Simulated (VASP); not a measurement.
# Cr (Fm-3m) in VASP: a series of runs, part 2 of 2

VASP 6.6.1. The steps go on from the part before.

## Step 3: Electric field gradients, PBE, collinear spin, ferromagnetic start (11.72 Å³/atom)

Input file INCAR:

```
SYSTEM = Cr
  PREC = Accurate
  ENCUT = 520
  EDIFF = 1E-8
  ISMEAR = -1
  SIGMA = 0.03
  LREAL = .False.
  LASPH = .True.
  NELM = 150
  ALGO = Normal
  ISIF = 2
  LWAVE = .False.
  LCHARG = .False.
  ISPIN = 2
  MAGMOM = 3
  LORBIT = 11
  LMAXMIX = 4
  GGA = PE
  LEFG = .True.
  NBANDS = 16
```

Input file KPOINTS:

```
Automatic mesh
0
Gamma
  19 19 19
  0 0 0
```

Input file POSCAR:

```
Cr
1.0
    0.0000000000      1.8027579647      1.8027579647
    1.8027579647      0.0000000000      1.8027579647
    1.8027579647      1.8027579647      0.0000000000
Cr
1
Direct
    0.0000000000      0.0000000000      0.0000000000
```

Potentials or basis: VASP PAW PBE potentials, release 64 (Cr_pv).

Run with:

```bash
$ cat potpaw_PBE.64/Cr_pv/POTCAR > POTCAR
$ mpirun -np 1 vasp_std > vasp.out
```

OUTCAR:

```text
SYSTEM = Cr
   PREC = Accurate
   ENCUT = 520
   EDIFF = 1E-8
   ISMEAR = -1
   LREAL = .False.
   LASPH = .True.
   NELM = 150
   ISIF = 2
   ISPIN = 2
   LORBIT = 11
   GGA = PE

 ion  position               nearest neighbor table
   1  0.000  0.000  0.000-

  LATTYP: Found a face centered cubic cell.
 ALAT       =     3.6055159294

  Lattice vectors:

 A1 = (   0.0000000000,   1.8027579647,   1.8027579647)
 A2 = (   1.8027579647,   0.0000000000,   1.8027579647)
 A3 = (   1.8027579647,   1.8027579647,   0.0000000000)

Analysis of symmetry for initial positions (statically):
=====================================================================
 Subroutine PRICEL returns:
 Original cell was already a primitive cell.

 Routine SETGRP: Setting up the symmetry group for a
 face centered cubic supercell.

 Subroutine GETGRP returns: Found 48 space group operations
 (whereof 48 operations were pure point group operations)
 out of a pool of 48 trial point group operations.

The static configuration has the point symmetry O_h .

Analysis of symmetry for dynamics (positions and initial velocities):
=====================================================================
 Subroutine PRICEL returns:
 Original cell was already a primitive cell.

 Routine SETGRP: Setting up the symmetry group for a
 face centered cubic supercell.

 Subroutine GETGRP returns: Found 48 space group operations
 (whereof 48 operations were pure point group operations)
 out of a pool of 48 trial point group operations.

The dynamic configuration has the point symmetry O_h .

Analysis of structural, dynamic, and magnetic symmetry:
[... 627 lines left out ...]
      1     -31.8250      1.00000
      2     -31.8250      1.00000
      3     -31.8250      1.00000
      4       2.9724      1.00000
      5      10.0818      1.00000
      6      10.0818      1.00000
[... 435 lines left out ...]
      5       9.3706      1.00000
      6      10.2905      0.99928
[... 8 lines left out ...]
     15      39.1074      0.00000
     16      39.1541      0.00000

 [... further k-points ...]
[... 5 lines left out ...]
  --------------------------------------------------------------------------------------
  -------------------------------------------------------------------------------------
  Total        0.2085193      0.2085193      0.2085193     -0.0000000     -0.0000000     -0.0000000
  in kB       28.5111456     28.5111456     28.5111456     -0.0000000     -0.0000000     -0.0000000
  external PRESSURE =      28.5111456 kB  Pullay stress =       0.0000000 kB

 VOLUME and BASIS-vectors are now :
 -----------------------------------------------------------------------------
  energy-cutoff  :      520.00
  volume of cell :       11.72
      direct lattice vectors                 reciprocal lattice vectors
     0.000000000  1.802757965  1.802757965    -0.277352817  0.277352817  0.277352817
     1.802757965  0.000000000  1.802757965     0.277352817 -0.277352817  0.277352817
     1.802757965  1.802757965  0.000000000     0.277352817  0.277352817 -0.277352817

 POSITION                                       TOTAL-FORCE (eV/Angst)
 -----------------------------------------------------------------------------------
      0.00000      0.00000      0.00000         0.000000      0.000000      0.000000
 -----------------------------------------------------------------------------------
    total drift:                                0.000000     -0.000000      0.000000

  FREE ENERGIE OF THE ION-ELECTRON SYSTEM (eV)
  ---------------------------------------------------
  free  energy   TOTEN  =        -9.1242489119 eV

  energy  without entropy=       -9.1188269406  energy(sigma->0) =       -9.12153793

 Electric field gradients (V/A^2)
---------------------------------------------------------------------
 ion       V_xx      V_yy      V_zz      V_xy      V_xz      V_yz
---------------------------------------------------------------------
   1       0.000    -0.000    -0.000    -0.002    -0.002    -0.002
---------------------------------------------------------------------

 Electric field gradients after diagonalization (V/A^2)
 (convention: |V_zz| > |V_xx| > |V_yy|)
----------------------------------------------------------------------
 ion       V_xx      V_yy      V_zz     asymmetry (V_yy - V_xx)/ V_zz
----------------------------------------------------------------------
   1       0.002     0.002    -0.003       0.000
----------------------------------------------------------------------

           NMR quadrupolar parameters

 Cq : quadrupolar parameter    Cq=e*Q*V_zz/h
 eta: asymmetry parameters     (V_yy - V_xx)/ V_zz
 Q  : nuclear electric quadrupole moment in mb (millibarn)
----------------------------------------------------------------------
 ion       Cq(MHz)       eta       Q (mb)
----------------------------------------------------------------------
   1      -0.000       0.000       1.000
----------------------------------------------------------------------

 total charge

# of ion       s       p       d       tot
------------------------------------------
    1        0.446   6.381   4.214  11.041

 magnetization (x)

# of ion       s       p       d       tot
------------------------------------------
    1        0.000   0.000   0.000   0.000
```

OSZICAR:

```text
N       E                     dE             d eps       ncg     rms          rms(c)
DAV:   1     0.809022486414E+02    0.80902E+02   -0.62179E+03 14464   0.859E+02
DAV:   2    -0.816585095546E+01   -0.89068E+02   -0.84713E+02 15296   0.247E+02
DAV:   3    -0.963461848654E+01   -0.14688E+01   -0.14646E+01 15920   0.348E+01
DAV:   4    -0.963967692753E+01   -0.50584E-02   -0.50582E-02 16880   0.203E+00
DAV:   5    -0.963971384113E+01   -0.36914E-04   -0.36914E-04 16120   0.156E-01    0.158E+01
DAV:   6    -0.907541339913E+01    0.56430E+00   -0.19376E+00 14408   0.233E+01    0.343E+00
DAV:   7    -0.911292034316E+01   -0.37507E-01   -0.10697E-01 14992   0.307E+00    0.253E+00
DAV:   8    -0.912462360285E+01   -0.11703E-01   -0.61734E-03 15320   0.104E+00    0.895E-01
DAV:   9    -0.912355862306E+01    0.10650E-02   -0.28117E-03 16248   0.738E-01    0.227E-01
DAV:  10    -0.912422866824E+01   -0.67005E-03   -0.79628E-04 15184   0.256E-01    0.673E-02
DAV:  11    -0.912424654222E+01   -0.17874E-04   -0.12956E-05 16392   0.301E-02    0.310E-02
DAV:  12    -0.912425017097E+01   -0.36288E-05   -0.29606E-06 15368   0.238E-02    0.874E-03
DAV:  13    -0.912424864705E+01    0.15239E-05   -0.79532E-07 15184   0.737E-03    0.308E-03
DAV:  14    -0.912424871951E+01   -0.72462E-07   -0.44707E-08 16840   0.266E-03    0.126E-03
DAV:  15    -0.912424887546E+01   -0.15595E-06   -0.12333E-08 13400   0.122E-03    0.233E-04
DAV:  16    -0.912424890908E+01   -0.33616E-07   -0.28479E-09  7528   0.421E-04    0.754E-05
DAV:  17    -0.912424891189E+01   -0.28183E-08   -0.48756E-11  7240   0.702E-05
   1 F= -.91242489E+01 E0= -.91215379E+01  d E =-.542197E-02  mag=     0.0000
```

stdout:

```text
POSCAR found type information on POSCAR Cr
 POSCAR found :  1 types and       1 ions
 scaLAPACK will be used
 LDA part: xc-table for (Slater+PW92), standard interpolation
 POSCAR, INCAR and KPOINTS ok, starting setup
 FFT: planning ... GRIDC
 FFT: planning ... GRID_SOFT
 FFT: planning ... GRID
 WAVECAR not read
 entering main loop
ion   1
```

It took 87 s on 1 thread of Intel Xeon Platinum 8259CL at 2.50GHz (Skylake/Cascade Lake), shared host; peak memory 0.18 GiB.

What came out:

| Item | Value |
| --- | --- |
| Free energy | -9.1242 eV |
| Pressure | 2.9 GPa |
| Band gap on the k mesh | zero (filled and empty bands overlap) |
| Net moment | 0.00 μB per cell |
| Largest electric field gradient by atom | under 0.05 V/Å² on every atom |
| Valence electrons inside the program's atomic spheres | Cr 11.04 |

Caveat: the moments typed at the start vanished in this run.

## Step 4: Electric field gradients, PBE, collinear spin, ferromagnetic start (12.09 Å³/atom)

This run uses another cell than the first one, of 12.09 Å³/atom.

Input file INCAR:

```
  PREC = Accurate
  ENCUT = 520
  EDIFF = 1E-8
  ISMEAR = -1
  SIGMA = 0.03
  LREAL = F
  LASPH = T
  NELM = 150
  ALGO = Normal
  ISIF = 2
  LWAVE = F
  LCHARG = F
  ISPIN = 2
  MAGMOM = 3
  LORBIT = 11
  LMAXMIX = 4
  GGA = PE
  LEFG = T
  NBANDS = 16
```

Input file KPOINTS:

```
regular mesh
0
Gamma
  19 19 19
```

Input file POSCAR:

```
Cr
1.0
    0.0000000000      1.8214128706      1.8214128706
    1.8214128706      0.0000000000      1.8214128706
    1.8214128706      1.8214128706      0.0000000000
Cr
1
Direct
    0.0000000000      0.0000000000      0.0000000000
```

Potentials or basis: VASP PAW PBE potentials, release 64 (Cr_pv).

Run with:

```bash
$ cat potpaw_PBE.64/Cr_pv/POTCAR > POTCAR
$ mpirun -np 1 vasp_std > vasp.out
```

OUTCAR:

```text
PREC = Accurate
   ENCUT = 520
   EDIFF = 1E-8
   ISMEAR = -1
   LREAL = F
   LASPH = T
   NELM = 150
   ISIF = 2
   ISPIN = 2
   LORBIT = 11
   GGA = PE

 ion  position               nearest neighbor table
   1  0.000  0.000  0.000-

  LATTYP: Found a face centered cubic cell.
 ALAT       =     3.6428257412

  Lattice vectors:

 A1 = (   0.0000000000,   1.8214128706,   1.8214128706)
 A2 = (   1.8214128706,   0.0000000000,   1.8214128706)
 A3 = (   1.8214128706,   1.8214128706,   0.0000000000)

Analysis of symmetry for initial positions (statically):
=====================================================================
 Subroutine PRICEL returns:
 Original cell was already a primitive cell.

 Routine SETGRP: Setting up the symmetry group for a
 face centered cubic supercell.

 Subroutine GETGRP returns: Found 48 space group operations
 (whereof 48 operations were pure point group operations)
 out of a pool of 48 trial point group operations.

The static configuration has the point symmetry O_h .

[... 1117 lines left out ...]
     1.821412871  1.821412871  0.000000000     0.274512170  0.274512170 -0.274512170

 POSITION                                       TOTAL-FORCE (eV/Angst)
 -----------------------------------------------------------------------------------
      0.00000      0.00000      0.00000         0.000000      0.000000      0.000000
 -----------------------------------------------------------------------------------
    total drift:                                0.000000     -0.000000      0.000000

  FREE ENERGIE OF THE ION-ELECTRON SYSTEM (eV)
  ---------------------------------------------------
  free  energy   TOTEN  =        -9.1224016304 eV

  energy  without entropy=       -9.1166506907  energy(sigma->0) =       -9.11952616

 Electric field gradients (V/A^2)
---------------------------------------------------------------------
 ion       V_xx      V_yy      V_zz      V_xy      V_xz      V_yz
---------------------------------------------------------------------
   1       0.000    -0.000    -0.000    -0.001    -0.001    -0.001
---------------------------------------------------------------------

 Electric field gradients after diagonalization (V/A^2)
 (convention: |V_zz| > |V_xx| > |V_yy|)
----------------------------------------------------------------------
 ion       V_xx      V_yy      V_zz     asymmetry (V_yy - V_xx)/ V_zz
----------------------------------------------------------------------
   1       0.001     0.001    -0.003       0.000
----------------------------------------------------------------------

           NMR quadrupolar parameters

 Cq : quadrupolar parameter    Cq=e*Q*V_zz/h
 eta: asymmetry parameters     (V_yy - V_xx)/ V_zz
 Q  : nuclear electric quadrupole moment in mb (millibarn)
----------------------------------------------------------------------
 ion       Cq(MHz)       eta       Q (mb)
----------------------------------------------------------------------
   1      -0.000       0.000       1.000
----------------------------------------------------------------------

 total charge

# of ion       s       p       d       tot
------------------------------------------
    1        0.435   6.364   4.178  10.976

 magnetization (x)

# of ion       s       p       d       tot
------------------------------------------
    1        0.000  -0.000  -0.000  -0.000
```

Wall time 85 s (1 thread of Intel Xeon Platinum 8259CL at 2.50GHz (Skylake/Cascade Lake), shared host); peak memory 0.18 GiB.

Results:

- Free energy: -9.1224 eV
- Pressure: -4.4 GPa
- Band gap on the k mesh: zero (filled and empty bands overlap)
- Net moment: 0.00 μB per cell
- Largest electric field gradient by atom: under 0.05 V/Å² on every atom
- Valence electrons inside the program's atomic spheres: Cr 10.98

Levels at points of the mesh, in eV from the Fermi level:
Spin up:
```
           k point  band 2  band 3  band 4  band 5  band 6  band 7  band 8  band 9  band 10  band 11
(0.00, 0.00, 0.00)  -42.39  -42.39   -7.43   -0.40   -0.40   -0.40    1.31    1.31     7.51    19.70
```
Spin down:
```csv
k point,band 4,band 5,band 6,band 7,band 8,band 9
"(0.00, 0.00, 0.00)",-7.43,-0.40,-0.40,-0.40,1.31,1.31
```

Caveat: the cell stands under tension; the moments typed at the start vanished in this run.
